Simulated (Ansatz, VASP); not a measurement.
One calculation of Cr, two programs

```
CELL_PARAMETERS angstrom
2.74971 0.00000 0.00000
-1.37486 2.38132 0.00000
0.00000 0.00000 4.46803
ATOMIC_POSITIONS crystal
Cr 0.66667 0.33333 0.75000
Cr 0.33333 0.66667 0.25000
```

Change from the starting cell: volume scaled by 1.04.

Alike in both runs: task single point; functional LDA; k mesh 11 × 11 × 6; occupations fermi-dirac, width 0.05 eV; collinear spin.

|  | VASP | Ansatz |
| --- | --- | --- |
| version | VASP 6.6.1 | Ansatz 0.2.0 |
| potentials or method | VASP PAW LDA potentials, release 64 (Cr_pv), cutoff 520 eV | all-electron LAPW, scalar-relativistic |

Ansatz gave:

```
gap on the k mesh at the Fermi level (eV)                     : none
pressure (GPa)                                                : -40.4
traceless stress, the component that is largest in VASP (GPa) : 2.75
net moment per atom (μB)                                      : 0.79
size of the moment on the site where the two differ most (μB) : 0.76
```

Task: Which values does VASP return?

Result: gap on the k mesh at the Fermi level (eV): none; pressure (GPa): -40.9; traceless stress, the component that is largest in VASP (GPa): 3.42; net moment per atom (μB): 0.64; size of the moment on the site where the two differ most (μB): 0.59.

The net moments are unlike, so the other rows may belong to different states. LDA's correlation is that of Perdew and Zunger in VASP and of Perdew and Wang (1992) in Ansatz. Site moments also hang on the region over which each program counts them. A gap of «none» marks a metal or a gap that the smearing closes. Both programs put the cell under strong tension, so it lies far from rest at this level. Ansatz ran all-electron here, and VASP with PAW potentials.

Noted on VASP's run: the cell as given lies far from equilibrium.
